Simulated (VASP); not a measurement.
# Rb (Pm-3m) in VASP: a series of runs, part 2 of 2

VASP 6.6.1. The steps go on from the part before.

**4. Single point, PBE (volume scaled by 0.7)**

File INCAR:

```
PREC = Accurate ; ENCUT = 520
EDIFF = 1E-7 ; ISMEAR = -1
SIGMA = 0.08 ; LREAL = F
LASPH = T ; NELM = 100
ALGO = Normal ; ISIF = 2
LWAVE = F ; LCHARG = F
GGA = PE ; NBANDS = 10
```

File KPOINTS:

```
Automatic mesh
0
Gamma
  9 9 9
```

File POSCAR:

```
Rb
1.0
    4.1009540512      0.0000000000      0.0000000000
    0.0000000000      4.1009540512      0.0000000000
    0.0000000000      0.0000000000      4.1009540512
Rb
1
Direct
    0.0000000000      0.0000000000      0.0000000000
```

Potentials or basis: VASP PAW PBE potentials, release 64 (Rb_sv).

Command:

```bash
$ cat potpaw_PBE.64/Rb_sv/POTCAR > POTCAR
$ mpirun -np 1 vasp_std > vasp.out
```

OUTCAR:

```text
PREC = Accurate
   ENCUT = 520
   EDIFF = 1E-7
   ISMEAR = -1
   LREAL = F
   LASPH = T
   NELM = 100
   ISIF = 2
   GGA = PE

 ion  position               nearest neighbor table
   1  0.000  0.000  0.000-

  LATTYP: Found a simple cubic cell.
 ALAT       =     4.1009540512

  Lattice vectors:

 A1 = (   4.1009540512,   0.0000000000,   0.0000000000)
 A2 = (   0.0000000000,   4.1009540512,   0.0000000000)
 A3 = (   0.0000000000,   0.0000000000,   4.1009540512)

Analysis of symmetry for initial positions (statically):
=====================================================================
 Subroutine PRICEL returns:
 Original cell was already a primitive cell.

 Routine SETGRP: Setting up the symmetry group for a
 simple cubic supercell.

 Subroutine GETGRP returns: Found 48 space group operations
 (whereof 48 operations were pure point group operations)
 out of a pool of 48 trial point group operations.

The static configuration has the point symmetry O_h .

Analysis of symmetry for dynamics (positions and initial velocities):
=====================================================================
 Subroutine PRICEL returns:
 Original cell was already a primitive cell.

 Routine SETGRP: Setting up the symmetry group for a
 simple cubic supercell.

 Subroutine GETGRP returns: Found 48 space group operations
 (whereof 48 operations were pure point group operations)
 out of a pool of 48 trial point group operations.

The dynamic configuration has the point symmetry O_h .

 Subroutine INISYM returns: Found 48 space group operations
 (whereof 48 operations are pure point group operations),
 and found     1 'primitive' translations

----------------------------------------------------------------------------------------

                                     Primitive cell

  volume of cell :      68.9691
[... 98 lines left out ...]
   NELECT =       9.0000    total number of electrons
   NUPDOWN=      -1.0000    fix difference up-down
   EMIN   =  10.00;   EMAX   =-10.00  energy-range for DOS
   EFERMI =   0.00;   METHOD = LEGACY
   ISMEAR =    -1;   SIGMA  =   0.08  broadening in eV -4-tet -1-fermi 0-gaus
   EFERMI_NEDOS =   21; number of points for ismear=-14 and -15
   IALGO  =     38    algorithm
   IMIX   =      4    mixing-type and parameters
     AMIX     =   0.40;   BMIX     =  1.00
     AMIX_MAG =   1.60;   BMIX_MAG =  1.00
  volume/ion in A,a.u.               =      68.97       465.43
  Fermi-wavevector in a.u.,A,eV,Ry     =   0.830368  1.569169  9.381374  0.689512
  Thomas-Fermi vector in A             =   1.943074
   LORBIT       =      0    0 simple, 1 ext, 2 COOP (PROOUT), +10 PAW based schemes
   GGA     = PE    functional components
[... 5 lines left out ...]
 non-spin polarized calculation
  energy-cutoff  :      520.00
  volume of cell :       68.97
 maximum number of plane-waves:      1875
 NGX is ok and might be reduce to    32
   NGX = 15   NGY = 15   NGZ = 15

 number of electron       9.0000000 magnetization

 Free energy of the ion-electron system (eV)
  ---------------------------------------------------
  ext. energy  EPLUGINS =         0.00000000
  ---------------------------------------------------
  free energy    TOTEN  =        -0.74128619 eV

  energy without entropy =       -0.72244679  energy(sigma->0) =       -0.73186649

 E-fermi :   0.7834     XC(G=0):  -6.1789

 val. band max:        0.7192100656   @ k =   0.3333   0.3333   0.1111
 cond. band min:       0.8548221032   @ k =   0.4444   0.2222   0.0000
 fundamental gap:      0.1356120376
 Fermi energy:         0.7834326411

 k-point     1 :       0.0000    0.0000    0.0000
  band No.  band energies     occupation
      1     -28.2819      2.00000
      2     -12.2266      2.00000
      3     -12.2266      2.00000
      4     -12.2266      2.00000
      5      -1.5792      2.00000
      6       3.0276      0.00000
      7       3.0276      0.00000
      8       7.5840      0.00000
      9       7.5840      0.00000
     10       7.5841      0.00000
[... 287 lines left out ...]
 k-point    24 :       0.4444    0.3333    0.1111
  band No.  band energies     occupation
      1     -28.2453      2.00000
      2     -12.5233      2.00000
      3     -12.4419      2.00000
      4     -12.2119      2.00000
      5       1.1706      0.01569
      6       2.2331      0.00000
      7       3.6016      0.00000
      8       4.2371      0.00000
      9       5.7199      0.00000
     10       5.9407      0.00000

 [... further k-points ...]
[... 5 lines left out ...]
  --------------------------------------------------------------------------------------
  -------------------------------------------------------------------------------------
  Total        0.6644427      0.6644427      0.6644427      0.0000000     -0.0000000      0.0000000
  in kB       15.4352415     15.4352415     15.4352415      0.0000000     -0.0000000      0.0000000
  external PRESSURE =      15.4352415 kB  Pullay stress =       0.0000000 kB

 VOLUME and BASIS-vectors are now :
 -----------------------------------------------------------------------------
  energy-cutoff  :      520.00
  volume of cell :       68.97
      direct lattice vectors                 reciprocal lattice vectors
     4.100954051  0.000000000  0.000000000     0.243845697  0.000000000  0.000000000
     0.000000000  4.100954051  0.000000000     0.000000000  0.243845697  0.000000000
     0.000000000  0.000000000  4.100954051     0.000000000  0.000000000  0.243845697

 POSITION                                       TOTAL-FORCE (eV/Angst)
 -----------------------------------------------------------------------------------
      0.00000      0.00000      0.00000         0.000000      0.000000      0.000000
 -----------------------------------------------------------------------------------
    total drift:                                0.000000     -0.000000      0.000000

  FREE ENERGIE OF THE ION-ELECTRON SYSTEM (eV)
  ---------------------------------------------------
  free  energy   TOTEN  =        -0.7412861877 eV

  energy  without entropy=       -0.7224467916  energy(sigma->0) =       -0.73186649
```

OSZICAR:

```text
N       E                     dE             d eps       ncg     rms          rms(c)
DAV:   1     0.409576823152E+02    0.40958E+02   -0.36889E+03   700   0.706E+02
DAV:   2     0.176945450373E+01   -0.39188E+02   -0.38445E+02   776   0.127E+02
DAV:   3    -0.638263874917E+00   -0.24077E+01   -0.24008E+01   902   0.312E+01
DAV:   4    -0.743491234137E+00   -0.10523E+00   -0.10484E+00   960   0.562E+00
DAV:   5    -0.745587422973E+00   -0.20962E-02   -0.20958E-02   966   0.696E-01    0.183E+00
DAV:   6    -0.742329343327E+00    0.32581E-02   -0.49252E-03   912   0.382E-01    0.115E+00
DAV:   7    -0.741240760128E+00    0.10886E-02   -0.89313E-03   866   0.516E-01    0.939E-02
DAV:   8    -0.741277743866E+00   -0.36984E-04   -0.61310E-04   902   0.178E-01    0.251E-02
DAV:   9    -0.741287087435E+00   -0.93436E-05   -0.15553E-05   860   0.316E-02    0.820E-03
DAV:  10    -0.741286182518E+00    0.90492E-06   -0.92986E-06   866   0.169E-02    0.137E-03
DAV:  11    -0.741286187655E+00   -0.51377E-08   -0.37951E-07   862   0.432E-03
   1 F= -.74128619E+00 E0= -.73186649E+00  d E =-.188394E-01
```

stdout:

```text
POSCAR found type information on POSCAR Rb
 POSCAR found :  1 types and       1 ions
 scaLAPACK will be used
 LDA part: xc-table for (Slater+PW92), standard interpolation
 POSCAR, INCAR and KPOINTS ok, starting setup
 FFT: planning ... GRIDC
 FFT: planning ... GRID_SOFT
 FFT: planning ... GRID
 WAVECAR not read
 entering main loop
```

Wall time 10 s (1 thread of Intel Xeon Platinum 8259CL at 2.50GHz (Skylake/Cascade Lake), shared host); peak memory 0.17 GiB.

Results:

```
Free energy : -0.7413 eV
Pressure    : 1.5 GPa
```

**5. Single point, PBE (volume scaled by 0.7)**

File INCAR:

```
SYSTEM = Rb
PREC     = Accurate       ! precision mode
ENCUT    = 520            ! plane-wave cutoff, eV
EDIFF    = 1E-6           ! SCF threshold, eV
ISMEAR   = -1             ! smearing method
SIGMA    = 0.08           ! smearing width, eV
LREAL    = .False.        ! projectors in reciprocal space
LASPH    = .True.         ! aspherical terms in the spheres
NELM     = 100            ! most SCF steps
ALGO     = Normal         ! electronic algorithm
ISIF     = 2              ! what is computed and relaxed
LWAVE    = .False.        ! write WAVECAR
LCHARG   = .True.         ! write CHGCAR
GGA      = PE             ! functional
LELF     = .True.         ! ELF
LVHAR    = .True.       
NBANDS   = 10             ! bands
```

File KPOINTS:

```
Automatic mesh
0
Gamma
  9 9 9
  0 0 0
```

POSCAR is that of step 4.

Command:

```bash
$ cat potpaw_PBE.64/Rb_sv/POTCAR > POTCAR
$ mpirun -np 1 vasp_std > vasp.out
```

It took 10 s on 1 thread of Intel Xeon Platinum 8259CL at 2.50GHz (Skylake/Cascade Lake), shared host; peak memory 0.18 GiB.

Results (log left out):

| Item | Value |
| --- | --- |
| Free energy | -0.7413 eV |
| Pressure | 1.5 GPa |

Levels at points of the mesh, in eV from the Fermi level:
```csv
k point,band 1,band 2,band 3,band 4,band 5,band 6,band 7,band 8,band 9,band 10
"(0.00, 0.00, 0.00)",-29.07,-13.01,-13.01,-13.01,-2.36,2.24,2.24,6.80,6.80,6.80
```

**6. Summary**

```csv
cell,gap on the mesh (eV),pressure (GPa)
"a = 3.666 Å, 1 atom",none,4.9
"a = 3.896 Å, 1 atom",none,2.9
"a = 4.101 Å, 1 atom",none,1.5
```

Alike in all rows: task single point; level PBE; potentials or basis VASP PAW PBE potentials, release 64 (Rb_sv); no spin polarisation; k mesh 9 × 9 × 9; cutoff (eV) 520; smearing fermi-dirac 0.08 eV.

Total energies depend on the potentials used, so only differences within one code and one set of settings carry meaning.
